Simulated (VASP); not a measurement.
# Si (P1) in VASP: single point with LDA

Aim: the single point of Si with LDA.

Everything below comes from runs of VASP 6.6.1. Logs are shortened: lines on timing, memory, paths and dates and some standing lists are left out, and cuts for length are marked.

## 1. The cell of the first run

The typed cell holds 16 atoms: a = 5.688 Å, b = 5.688 Å, c = 9.538 Å, α = 90.00°, β = 90.00°, γ = 109.47°.

## 2. Single point, LDA (the distance across one plane changed)

INCAR reads:

```
SYSTEM = Si
PREC = Accurate
ENCUT = 500
EDIFF = 1E-6
ISMEAR = 0
SIGMA = 0.15
LREAL = .FALSE.
LASPH = .TRUE.
NELM = 120
ALGO = Normal
ISIF = 2
LWAVE = .FALSE.
LCHARG = .FALSE.
GGA = CA
NBANDS = 46
GGA_COMPAT = .FALSE.
```

KPOINTS reads:

```
Automatic mesh
0
G
  7 7 4
  0 0 0
```

POSCAR reads:

```
Si
1.0
   -3.2836945321      3.2836945321     -3.2836945321
   -3.2836945321     -3.2836945321      3.2836945321
    0.0000000000      6.7441657595      6.7441657595
Si
16
Direct
    0.8977581535      0.8977581535      0.7801424801
    0.3977581535      0.3977581535      0.2932483779
    0.2500000000      0.9544836931      0.9240276270
    0.7500000000      0.4544836931      0.4371335249
    0.6477581535      0.1477581535      0.8244657229
    0.1477581535      0.6477581535      0.3375716208
    0.7044836931      0.5000000000      0.6805805760
    0.2044836931      0.0000000000      0.1936864738
    0.6022418465      0.6022418465      0.0941245697
    0.1022418465      0.1022418465      0.5810186719
    0.2500000000      0.5455163069      0.9240276270
    0.7500000000      0.0455163069      0.4371335249
    0.8522418465      0.3522418465      0.0498013269
    0.3522418465      0.8522418465      0.5366954290
    0.2955163069      0.5000000000      0.6805805760
    0.7955163069      0.0000000000      0.1936864738
```

Potentials or basis: VASP PAW LDA potentials, release 64 (Si).

The run is started by

```
> cat potpaw_LDA.64/Si/POTCAR > POTCAR
> mpirun -np 1 vasp_std > vasp.out
```

OUTCAR:

```text
SYSTEM = Si
   PREC = Accurate
   ENCUT = 500
   EDIFF = 1E-6
   ISMEAR = 0
   LREAL = .FALSE.
   LASPH = .TRUE.
   NELM = 120
   ISIF = 2
   GGA = CA

 ion  position               nearest neighbor table
   1  0.898  0.898  0.780-  10 2.33   3 2.36   5 2.36   7 2.36
   2  0.398  0.398  0.293-   9 2.33   8 2.36   6 2.36   4 2.36
   3  0.250  0.954  0.924-  11 2.33   1 2.36   5 2.36   8 2.61
   4  0.750  0.454  0.437-  12 2.33   6 2.36   2 2.36   7 2.36
   5  0.648  0.148  0.824-   7 2.36   1 2.36   3 2.36  13 2.53
   6  0.148  0.648  0.338-  14 2.33   4 2.36   2 2.36   8 2.36
[... 8 lines left out ...]
  15  0.296  0.500  0.681-   7 2.33  11 2.36  10 2.36  14 2.36
  16  0.796  0.000  0.194-   8 2.33  13 2.36   9 2.36  12 2.36

  LATTYP: Found a base centered orthorhombic cell.
 ALAT       =     6.5673890642
 B/A-ratio  =     1.4142135624
 C/A-ratio  =     1.4522804406

  Lattice vectors:

 A1 = (  -3.2836945321,   3.2836945321,  -3.2836945321)
 A2 = (  -3.2836945321,  -3.2836945321,   3.2836945321)
 A3 = (   0.0000000000,   6.7441657595,   6.7441657595)

Analysis of symmetry for initial positions (statically):
=====================================================================
 Subroutine PRICEL returns:
 Original cell was already a primitive cell.

 Routine SETGRP: Setting up the symmetry group for a
 base centered orthorhombic supercell.

 Subroutine GETGRP returns: Found  1 space group operations
 (whereof  1 operations were pure point group operations)
 out of a pool of  8 trial point group operations.

The static configuration has the point symmetry C_1 .

Analysis of symmetry for dynamics (positions and initial velocities):
=====================================================================
 Subroutine PRICEL returns:
 Original cell was already a primitive cell.

 Routine SETGRP: Setting up the symmetry group for a
 base centered orthorhombic supercell.

 Subroutine GETGRP returns: Found  1 space group operations
 (whereof  1 operations were pure point group operations)
 out of a pool of  8 trial point group operations.

The dynamic configuration has the point symmetry C_1 .

 Subroutine INISYM returns: Found  1 space group operations
 (whereof  1 operations are pure point group operations),
 and found     1 'primitive' translations

----------------------------------------------------------------------------------------

                                     Primitive cell

  volume of cell :     290.8799

  direct lattice vectors                    reciprocal lattice vectors
    -3.283694532  3.283694532 -3.283694532    -0.152267513  0.076133757 -0.076133757
    -3.283694532 -3.283694532  3.283694532    -0.152267513 -0.076133757  0.076133757
     0.000000000  6.744165760  6.744165760     0.000000000  0.074138154  0.074138154

  length of vectors
     5.687525766  5.687525766  9.537690684     0.186488856  0.186488856  0.104847183

  position of ions in fractional coordinates (direct lattice)
     0.897758153  0.897758153  0.780142480
     0.397758153  0.397758153  0.293248378
     0.250000000  0.954483693  0.924027627
     0.750000000  0.454483693  0.437133525
     0.647758153  0.147758153  0.824465723
     0.147758153  0.647758153  0.337571621
[... 8 lines left out ...]
     0.295516307  0.500000000  0.680580576
     0.795516307  0.000000000  0.193686474

  ion indices of the primitive-cell ions
   primitive index   ion index
                 1           1
                 2           2
                 3           3
                 4           4
                 5           5
                 6           6
[... 8 lines left out ...]
                15          15
                16          16

----------------------------------------------------------------------------------------

 KPOINTS: Automatic mesh

Automatic generation of k-mesh.
 Grid dimensions read from file:
 generate k-points for:    7    7    4

 Generating k-lattice:

  Cartesian coordinates                     Fractional coordinates (reciprocal lattice)
    -0.021752502  0.010876251 -0.010876251     0.142857143  0.000000000  0.000000000
    -0.021752502 -0.010876251  0.010876251     0.000000000  0.142857143  0.000000000
     0.000000000  0.018534539  0.018534539     0.000000000  0.000000000  0.250000000

  Length of vectors
     0.026641265  0.026641265  0.026211796

  Shift w.r.t. Gamma in fractional coordinates (k-lattice)
     0.000000000  0.000000000  0.000000000

 Subroutine IBZKPT returns following result:
 ===========================================

 Found     99 irreducible k-points:

 Following reciprocal coordinates:
            Coordinates               Weight
  0.000000  0.000000  0.000000      1.000000
  0.142857  0.000000  0.000000      2.000000
  0.000000  0.142857  0.000000      2.000000
  0.285714  0.000000  0.000000      2.000000
  0.000000  0.285714  0.000000      2.000000
  0.428571  0.000000  0.000000      2.000000
[... 16 lines left out ...]
 -0.285714  0.285714  0.000000      2.000000
  0.428571  0.428571  0.000000      2.000000
 [... further k-points ...]
   k-points           NKPTS =     99   k-points in BZ     NKDIM =     99   number of bands    NBANDS=     46
   number of dos      NEDOS =    301   number of ions     NIONS =     16
   total plane-waves  NPLWV = 123480
   dimension x,y,z NGX =    42 NGY =   42 NGZ =   70
   dimension x,y,z NGXF=    84 NGYF=   84 NGZF=  140
   ions per type =              16
   NGX,Y,Z   is equivalent  to a cutoff of  12.28, 12.28, 12.20 a.u.
   NGXF,Y,Z  is equivalent  to a cutoff of  24.55, 24.55, 24.40 a.u.
 SYSTEM =  Si
   PREC   = accura    normal or accurate (medium, high low for compatibility)
   ISTART =      0    job   : 0-new  1-cont  2-samecut
   ICHARG =      2    charge: 1-file 2-atom 10-const
   ISPIN  =      1    spin polarized calculation?
   LNONCOLLINEAR =      F non collinear calculations
   LSORBIT =      F    spin-orbit coupling
   LASPH  =      T    aspherical Exc in radial PAW
   ENCUT  =  500.0 eV  36.75 Ry    6.06 a.u.  10.37 10.37 17.39*2*pi/ulx,y,z
   NELM   =    120;   NELMIN=  2; NELMDL= -5     # of ELM steps
   EDIFF  = 0.1E-05   stopping-criterion for ELM
   LREAL  =      F    real-space projection
   EDIFFG = 0.1E-04   stopping-criterion for IOM
   NSW    =      0    number of steps for IOM
   IBRION =     -1    ionic relax: 0-MD 1-quasi-New 2-CG
   NFREE  =      0    steps in history (QN), initial steepest desc. (CG)
   ISIF   =      2    stress and relaxation
   ISYM   =      2    0-nonsym 1-usesym 2-fastsym
   POTIM  = 0.5000    time-step for ionic-motion
   TEBEG  =    0.0;   TEEND  =   0.0 temperature during run
   PSTRESS=    0.0 pullay stress
   NELECT =      64.0000    total number of electrons
   NUPDOWN=      -1.0000    fix difference up-down
   EMIN   =  10.00;   EMAX   =-10.00  energy-range for DOS
   EFERMI =   0.00;   METHOD = LEGACY
   ISMEAR =     0;   SIGMA  =   0.15  broadening in eV -4-tet -1-fermi 0-gaus
   EFERMI_NEDOS =   21; number of points for ismear=-14 and -15
   IALGO  =     38    algorithm
   IMIX   =      4    mixing-type and parameters
     AMIX     =   0.40;   BMIX     =  1.00
     AMIX_MAG =   1.60;   BMIX_MAG =  1.00
  volume/ion in A,a.u.               =      18.18       122.68
  Fermi-wavevector in a.u.,A,eV,Ry     =   0.988318  1.867651 13.289809  0.976773
  Thomas-Fermi vector in A             =   2.119836
   LORBIT       =      0    0 simple, 1 ext, 2 COOP (PROOUT), +10 PAW based schemes
   GGA     = CA    functional components
   LHFCALC =     F    Hartree Fock is set to
   AEXX    =    0.0000 exact exchange contribution
   IVDW    =     0    specifies the selected vdW correction
   LEPSILON=     F    determine dielectric tensor
   LRPA    =     F    only Hartree local field effects (RPA)
 non-spin polarized calculation
 Gauss-broadening in eV      SIGMA  =   0.15
  energy-cutoff  :      500.00
  volume of cell :      290.88
 maximum number of plane-waves:      7412
 NGX is ok and might be reduce to    42
   NGX = 21   NGY = 21   NGZ = 35

 number of electron      64.0000001 magnetization

 Free energy of the ion-electron system (eV)
  ---------------------------------------------------
  ext. energy  EPLUGINS =         0.00000000
  ---------------------------------------------------
  free energy    TOTEN  =       -92.92382896 eV

  energy without entropy =      -92.89864583  energy(sigma->0) =      -92.91123740

 E-fermi :   7.0537     XC(G=0): -10.1231

 val. band max:        7.0423266576   @ k =   0.4286  -0.4286   0.2500
 cond. band min:       7.0577715140   @ k =  -0.4286   0.4286   0.2500
 fundamental gap:      0.0154448564
 Fermi energy:         7.0537013953

 k-point     1 :       0.0000    0.0000    0.0000
  band No.  band energies     occupation
      1      -5.6420      2.00000
      2      -4.2826      2.00000
      3      -3.9942      2.00000
      4      -1.8287      2.00000
      5      -1.7900      2.00000
      6      -1.2652      2.00000
[... 36 lines left out ...]
     43      10.7175      0.00000
     44      10.7435      0.00000

 k-point     2 :       0.1429    0.0000    0.0000
  band No.  band energies     occupation
      1      -5.5461      2.00000
      2      -4.1928      2.00000
      3      -3.9042      2.00000
      4      -2.4539      2.00000
      5      -1.7715      2.00000
      6      -1.5661      2.00000
[... 36 lines left out ...]
     43      10.2822      0.00000
     44      10.2905      0.00000

 k-point     3 :       0.0000    0.1429    0.0000
  band No.  band energies     occupation
      1      -5.5460      2.00000
      2      -4.1909      2.00000
      3      -3.9049      2.00000
      4      -2.4506      2.00000
      5      -1.7623      2.00000
      6      -1.5328      2.00000
[... 976 lines left out ...]
     43      10.0309      0.00000
     44      10.2362      0.00000

 k-point    24 :       0.4286    0.4286    0.0000
  band No.  band energies     occupation
      1      -4.0636      2.00000
      2      -4.0370      2.00000
      3      -3.5065      2.00000
      4      -3.2074      2.00000
      5      -3.0068      2.00000
      6      -2.2658      2.00000
[... 36 lines left out ...]
     43       9.9626      0.00000
     44      10.2799      0.00000

 [... further k-points ...]

 [bands above 44 left out]

------------------------ aborting loop because EDIFF is reached ----------------------------------------

  FORCE on cell =-STRESS in cart. coord.  units (eV):
  Direction    XX          YY          ZZ          XY          YZ          ZX
  --------------------------------------------------------------------------------------
  -------------------------------------------------------------------------------------
  Total       -1.9601039     -4.8532403     -4.8086125      1.1494258     -4.0203443      0.3728532
  in kB      -10.7963249    -26.7318275    -26.4860158      6.3310798    -22.1442053      2.0536893
  external PRESSURE =     -21.3380561 kB  Pullay stress =       0.0000000 kB

 VOLUME and BASIS-vectors are now :
 -----------------------------------------------------------------------------
  energy-cutoff  :      500.00
  volume of cell :      290.88
      direct lattice vectors                 reciprocal lattice vectors
    -3.283694532  3.283694532 -3.283694532    -0.152267513  0.076133757 -0.076133757
    -3.283694532 -3.283694532  3.283694532    -0.152267513 -0.076133757  0.076133757
     0.000000000  6.744165760  6.744165760     0.000000000  0.074138154  0.074138154

 POSITION                                       TOTAL-FORCE (eV/Angst)
 -----------------------------------------------------------------------------------
     -5.89593      5.26141      5.26141        -0.046091     -0.020786      0.082457
     -2.61223      1.97772      1.97772         0.048713     -0.100084     -0.069271
     -3.95516      3.91849      8.54510         0.026691      0.620105      0.814037
     -3.95516      3.91849      1.97772        -0.025688     -0.023159     -0.027044
     -2.61223      7.20218      3.91849        -0.438846      0.672106      0.692484
     -2.61223      0.63479      3.91849         0.050007     -0.065872     -0.104469
[... 8 lines left out ...]
     -2.61223      3.91849      5.26141         0.061732      0.016882     -0.023717
     -2.61223      3.91849     -1.30598        -0.015030     -0.139120     -0.204088
 -----------------------------------------------------------------------------------
    total drift:                                0.000006     -0.000007     -0.000020

  FREE ENERGIE OF THE ION-ELECTRON SYSTEM (eV)
  ---------------------------------------------------
  free  energy   TOTEN  =       -92.9238289622 eV

  energy  without entropy=      -92.8986458346  energy(sigma->0) =      -92.91123740
```

Wall time 8.1 min (1 thread of Intel Xeon 6975P-C (Granite Rapids), shared host); peak memory 0.8 GiB.

What came out:

* Free energy: -92.9238 eV
* Pressure: -2.1 GPa
* Largest force: 1.318 eV/Å
* Band gap on the k mesh: zero (bands 32 and 33 overlap by 0.13 eV)

Forces on the atoms (eV/Å):
```
Si  -0.046 -0.021  0.082
Si   0.049 -0.100 -0.069
Si   0.027  0.620  0.814
Si  -0.026 -0.023 -0.027
Si  -0.439  0.672  0.692
Si   0.050 -0.066 -0.104
Si  -0.040  0.127  0.128
Si   0.010 -0.598 -0.828
Si   0.393 -0.668 -0.231
Si   0.000  0.036  0.006
Si   0.045  0.936  0.730
Si  -0.009 -0.005 -0.014
Si  -0.015 -0.818 -1.033
Si  -0.046  0.029  0.081
Si   0.062  0.017 -0.024
Si  -0.015 -0.139 -0.204
```

Caveat: the cell differs from its parent crystal (the distance across one plane changed); semilocal functionals underestimate gaps, and a narrow one can read as zero; forces of over 1 eV/Å act on the atoms, so gaps and moduli don't describe the material at rest.
